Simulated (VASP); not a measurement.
## AlN: relaxation of shape and atoms at fixed volume with PBE

AlN:

```xyz
4
Lattice="3.1612 0.0000 0.0000 -1.5806 2.7377 0.0000 0.0000 0.0000 5.0677" Properties=species:S:1:pos:R:3 pbc="T T T"
Al    0.0000    1.8251   -0.0039
Al    1.5806    0.9126    2.5299
N     0.0000    1.8251    1.9296
N     1.5806    0.9126    4.4635
```

This cell differs from its parent crystal: volume scaled by 1.03.

```json
{
  "Program": "VASP 6.6.1",
  "Task": "relaxation of shape and atoms at fixed volume",
  "Functional": "PBE",
  "Potentials or basis": "VASP PAW PBE potentials, release 64 (Al, N)",
  "Cutoff": "600 eV",
  "k mesh": "12 × 12 × 6",
  "Occupations": "gaussian, width 0.02 eV",
  "Spin": "no spin polarisation",
  "Dipole correction": "no",
  "Further INCAR settings": "ALGO = Normal; EDIFF = 1e-07; IBRION = 2; EDIFFG = -0.01; NSW = 50; ISIF = 4"
}
```

The energy gained by relaxing is 0.0 meV/atom. The ionic steps are 4 and the pressure after relaxing is -5.8 GPa. The largest force after relaxing is 0.005 eV/Å and the band gap on the k mesh is 3.80 eV, direct.

Forces in eV/Å, atoms in the order of the input:
```
Al   0.000  0.000 -0.005
Al   0.000  0.000 -0.005
N    0.000  0.000  0.005
N    0.000  0.000  0.005
```

Final structure:
```yaml
crystal:
  lattice:
    - [3.15920, 0.00000, 0.00000]
    - [-1.57960, 2.73595, 0.00000]
    - [0.00000, 0.00000, 5.07424]
  atoms:
    - { symbol: Al, position: [0.33333, 0.66667, 0.99952] }
    - { symbol: Al, position: [0.66667, 0.33333, 0.49952] }
    - { symbol: N, position: [0.33333, 0.66667, 0.38048] }
    - { symbol: N, position: [0.66667, 0.33333, 0.88048] }
```

Levels at points of the mesh, in eV from the valence-band top:
| k point | band 4 | band 5 | band 6 | band 7 | band 8 | band 9 | band 10 | band 11 | band 12 |
| --- | --- | --- | --- | --- | --- | --- | --- | --- | --- |
| (0.00, 0.00, 0.00) | -0.81 | -0.81 | -0.18 | -0.18 | 0.00 | 3.80 | 6.29 | 10.22 | 10.84 |
| (0.50, 0.00, 0.00) | -4.05 | -3.22 | -1.99 | -1.69 | -0.66 | 5.68 | 5.69 | 7.78 | 9.94 |
| (0.00, 0.00, 0.50) | -3.25 | -0.50 | -0.50 | -0.50 | -0.50 | 6.07 | 6.07 | 9.93 | 9.93 |
| (0.50, 0.00, 0.50) | -5.39 | -1.39 | -1.39 | -1.31 | -1.31 | 5.15 | 5.15 | 8.97 | 8.97 |

Wall time 3.2 min on 1 thread of AMD EPYC 7R13 Processor (Zen 3), on a shared host, peak memory 0.17 GiB.

 A k mesh can miss the band edges.
